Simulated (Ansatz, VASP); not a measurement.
Given: the input of a run of VASP 6.6.1 on Sb.

File POSCAR:

```
Sb
1.0
    3.0586616250      0.0000000000      0.0000000000
    0.0000000000      4.2587682402      0.0000000000
   -0.0381205934      0.0000000000      4.3159114163
Sb
2
Direct
    0.0113890000      0.2500000000      0.2411660000
    0.9886110000      0.7500000000      0.7588340000
```

The input INCAR.step1:

```
SYSTEM = Sb
ALGO     = Normal         ! electronic algorithm
EDIFF    = 1E-4           ! SCF threshold, eV
ENCUT    = 520            ! plane-wave cutoff, eV
GGA      = PE             ! functional
ISMEAR   = -1             ! smearing method
LASPH    = .TRUE.         ! aspherical terms in the spheres
LCHARG   = .FALSE.        ! write CHGCAR
LREAL    = .FALSE.        ! projectors in reciprocal space
LWAVE    = .TRUE.         ! write WAVECAR
NBANDS   = 12             ! bands
NELM     = 60             ! most SCF steps
PREC     = Accurate       ! precision mode
SIGMA    = 0.05           ! smearing width, eV
```

INCAR.step2

```
SYSTEM = Sb
ALGO     = Normal         ! electronic algorithm
EDIFF    = 1E-6           ! SCF threshold, eV
ENCUT    = 520            ! plane-wave cutoff, eV
ISIF     = 2              ! what is computed and relaxed
ISMEAR   = -1             ! smearing method
ISTART   = 1            
LASPH    = .TRUE.         ! aspherical terms in the spheres
LCHARG   = .FALSE.        ! write CHGCAR
LMIXTAU  = .TRUE.       
LREAL    = .FALSE.        ! projectors in reciprocal space
LWAVE    = .FALSE.        ! write WAVECAR
METAGGA  = R2SCAN         ! meta-GGA
NBANDS   = 12             ! bands
NELM     = 60             ! most SCF steps
PREC     = Accurate       ! precision mode
SIGMA    = 0.05           ! smearing width, eV
```

The input KPOINTS:

```
k-points
0
G
  9 6 6
  0 0 0
```

Potentials or basis: VASP PAW PBE potentials, release 64 (Sb).

Command:

```sh
$ cat potpaw_PBE.64/Sb/POTCAR > POTCAR
$ cp INCAR.step1 INCAR
$ mpirun -np 1 vasp_std > vasp.out
$ cp INCAR.step2 INCAR
$ mpirun -np 1 vasp_std > vasp.out
```

Task: Translate it to Ansatz 0.2.0. Potentials there: Ansatz PAW.

Result: As run (the cutoff follows the program's own potentials):

The input input.yaml:

```yaml
crystal:
  lattice:
    - [3.058661625, 0.0, 0.0]
    - [0.0, 4.2587682402, 0.0]
    - [-0.0381205934, 0.0, 4.3159114163]
  atoms:
    - { symbol: Sb, position: [0.011389, 0.25, 0.241166] }
    - { symbol: Sb, position: [0.988611, 0.75, 0.758834] }
hamiltonian:
  xc: r2scan
  pseudopotentials: { kind: paw }
kpoints:
  mp_grid: { grid: [9, 6, 6] }
scf:
  occupations: { method: fermi_dirac, width: 0.05 }
output:
  forces: true
  stress: true
  eigenvalues: true
```

Potentials or basis: Ansatz PAW.

Run with:

```console
$ ansatz run input.yaml --threads 2 --pin off --max-ram 5632MiB --backend cpu --events-out ev --progress --plain --runs-dir out
```

Both were run:

|  | VASP | Ansatz | Ansatz less VASP |
| --- | --- | --- | --- |
| gap on the k mesh at the Fermi level (eV) | none | none | - |
| pressure (GPa) | 3.2 | 3.1 | -0.07 |
| traceless stress, the component that is largest in VASP (GPa) | 0.14 | 0.14 | 0.000 |
| rms of the force components (eV/Å) | 0.084 | 0.078 | -0.0055 |

VASP's potentials were made for PBE, not for r2SCAN. Atom by atom the forces differ by 0.006 eV/Å (rms over components). A gap of «none» marks a metal or a gap that the smearing closes. VASP's potentials hold 10 valence electrons a cell and Ansatz's 30, so a difference there can come from the potentials and not from the codes.

Neither program's run includes spin-orbit coupling.
